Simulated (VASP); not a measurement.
A run of VASP 6.6.1 is set up as follows.

INCAR

```
SYSTEM = W
PREC = Accurate ; ENCUT = 520
EDIFF = 1E-6 ; ISMEAR = 0
SIGMA = 0.15 ; LREAL = .FALSE.
LASPH = .TRUE. ; NELM = 80
ALGO = Fast ; ISIF = 2
LWAVE = .FALSE. ; LCHARG = .FALSE.
GGA = PS ; NBANDS = 13
```

File KPOINTS:

```
Automatic mesh
0
G
  20 20 20
  0 0 0
```

The input POSCAR:

```
W
1.0
   -1.6771650000      1.6771650000      1.5973000000
    1.6771650000     -1.6771650000      1.5973000000
    1.6771650000      1.6771650000     -1.5973000000
W
1
Direct
    0.0000000000      0.0000000000      0.0000000000
```

Potentials or basis: VASP PAW PBE potentials, release 64 (W_sv).

The run is started by

```bash
$ cat potpaw_PBE.64/W_sv/POTCAR > POTCAR
$ mpirun -np 1 vasp_std > vasp.out
```

(1) What does it give for the pressure?

(2) Predict the band gap on the k mesh.

## Answers

(1) -32.4 GPa.

(2) zero (band 7 reaches 13.81 eV, above the bottom of band 8 at 8.55 eV).

Caveat: the cell differs from its parent crystal (strain +0.050 along x and y, +0.000 along z); the PAW data sets were made with another functional, which shifts forces and pressure a little; spin-orbit coupling is left out, which moves the levels of the heavy elements.
